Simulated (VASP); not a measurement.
**Te2Mo: single point with PBEsol**

System: Te2Mo, a slab with vacuum.

```
Te Mo
1.0
     3.56023    0.00000    0.00000
    -1.78012    3.08325    0.00000
     0.00000    0.00000   17.52406
Te Mo
2 1
Direct
  0.32075 0.65118 0.89684
  0.33590 0.66081 0.10348
  0.00697 0.98748 0.00050
```

```json
{
 "Program": "VASP 6.6.1",
 "Task": "single point",
 "Functional": "PBEsol",
 "Potentials or basis": "VASP PAW PBE potentials, release 64 (Te, Mo_sv)",
 "Cutoff": "520 eV",
 "k mesh": "6 × 6 × 2",
 "Occupations": "methfessel-paxton, width 0.1 eV",
 "Spin": "no spin polarisation"
}
```

The largest force is 0.611 eV/Å. The band gap on the k mesh is 1.07 eV.

Forces in eV/Å, atoms in the order of the input:
```
Te   0.398  0.036  0.444
Te   0.199 -0.123 -0.345
Mo  -0.596  0.087 -0.099
```

Levels at points of the mesh, in eV from the valence-band top:
| k point | band 9 | band 10 | band 11 | band 12 | band 13 | band 14 | band 15 | band 16 | band 17 | band 18 |
| --- | --- | --- | --- | --- | --- | --- | --- | --- | --- | --- |
| (0.00, 0.00, 0.00) | -1.64 | -1.60 | -0.99 | -0.75 | -0.44 | 2.88 | 3.18 | 3.23 | 3.38 | 4.25 |
| (0.50, 0.00, 0.00) | -3.31 | -2.30 | -1.54 | -0.70 | -0.31 | 1.41 | 1.73 | 3.13 | 3.66 | 3.88 |
| (0.00, 0.50, 0.00) | -3.28 | -2.27 | -1.59 | -0.76 | -0.28 | 1.39 | 1.72 | 3.18 | 3.66 | 3.90 |
| (0.50, 0.50, 0.00) | -3.23 | -2.21 | -1.66 | -0.78 | -0.29 | 1.37 | 1.71 | 3.34 | 3.61 | 3.93 |
| (0.00, 0.00, 0.50) | -1.64 | -1.60 | -0.99 | -0.75 | -0.44 | 2.88 | 3.18 | 3.23 | 3.38 | 4.38 |
| (0.50, 0.00, 0.50) | -3.31 | -2.30 | -1.54 | -0.70 | -0.31 | 1.41 | 1.73 | 3.13 | 3.66 | 3.88 |
| (0.00, 0.50, 0.50) | -3.28 | -2.27 | -1.59 | -0.76 | -0.28 | 1.39 | 1.72 | 3.18 | 3.66 | 3.90 |
| (0.50, 0.50, 0.50) | -3.23 | -2.21 | -1.66 | -0.78 | -0.29 | 1.37 | 1.71 | 3.34 | 3.61 | 3.93 |

Run time: 3.2 min on 1 thread of Intel(R) Xeon(R) Platinum 8375C CPU @ 2.90GHz (Ice Lake), with other jobs on the host, peak memory 0.4 GiB.

Caveat: the PAW data sets were made with another functional, which shifts forces and pressure a little; spin-orbit coupling is left out, which moves the levels of the heavy elements.
